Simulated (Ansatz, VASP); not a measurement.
## Two plane-wave programs on CdS

Contents of POSCAR:

```
CdS
1.0
    0.0000000000      2.9969275285      2.9969275285
    2.9969275285      0.0000000000      2.9969275285
    2.9969275285      2.9969275285      0.0000000000
Cd S
1 1
Direct
    0.0000000000      0.0000000000      0.0000000000
    0.2500000000      0.2500000000      0.2500000000
```

File INCAR.step1:

```
PREC = Accurate ; ENCUT = 520
ISMEAR = 0 ; SIGMA = 0.02
LREAL = False ; LASPH = True
NELM = 80 ; NBANDS = 16
GGA = PE ; ALGO = Normal
EDIFF = 1E-4 ; LWAVE = True
LCHARG = False
```

File INCAR.step2:

```
PREC = Accurate ; ENCUT = 520
EDIFF = 1E-6 ; ISMEAR = 0
SIGMA = 0.02 ; LREAL = False
LASPH = True ; NELM = 80
ALGO = Normal ; ISIF = 2
LWAVE = False ; LCHARG = True
METAGGA = R2SCAN ; LMIXTAU = True
LELF = True ; LVHAR = True
NBANDS = 16 ; ISTART = 1
```

Contents of KPOINTS:

```
Automatic mesh
0
Gamma
  8 8 8
```

Input for Ansatz:

```yaml
crystal:
  lattice:
    - [0.0, 2.9969275285, 2.9969275285]
    - [2.9969275285, 0.0, 2.9969275285]
    - [2.9969275285, 2.9969275285, 0.0]
  atoms:
    - { symbol: Cd, position: [0.0, 0.0, 0.0] }
    - { symbol: S, position: [0.25, 0.25, 0.25] }
basis:
  ecutwfc: 500
kpoints:
  mp_grid: { grid: [8, 8, 8] }
hamiltonian:
  xc: r2scan
scf:
  occupations: { method: gaussian, width: 0.02 }
output:
  forces: true
  stress: true
  eigenvalues: true
```

Alike in both runs: task single point; functional r2SCAN; k mesh 8 × 8 × 8; occupations gaussian, width 0.02 eV; no spin polarisation.

|  | VASP | Ansatz |
| --- | --- | --- |
| version | VASP 6.6.1 | Ansatz 0.2.0 |
| potentials or method | VASP PAW PBE potentials, release 64 (Cd, S), cutoff 520 eV | scalar-relativistic, plane waves, PAW |
| valence electrons in the cell | 18 | 26 |

|  | VASP | Ansatz | Ansatz less VASP |
| --- | --- | --- | --- |
| gap on the k mesh at the Fermi level (eV) | 1.40 | 1.41 | +0.006 |
| least direct gap on the mesh (eV) | 1.40 | 1.41 | +0.006 |
| pressure (GPa) | -2.9 | -3.1 | -0.23 |

VASP's potentials were made for PBE, not for r2SCAN. The functional is the same, so the differences come from potentials, cutoffs and numerics. VASP's potentials hold 18 valence electrons a cell and Ansatz's 26, so a difference there can come from the potentials and not from the codes.
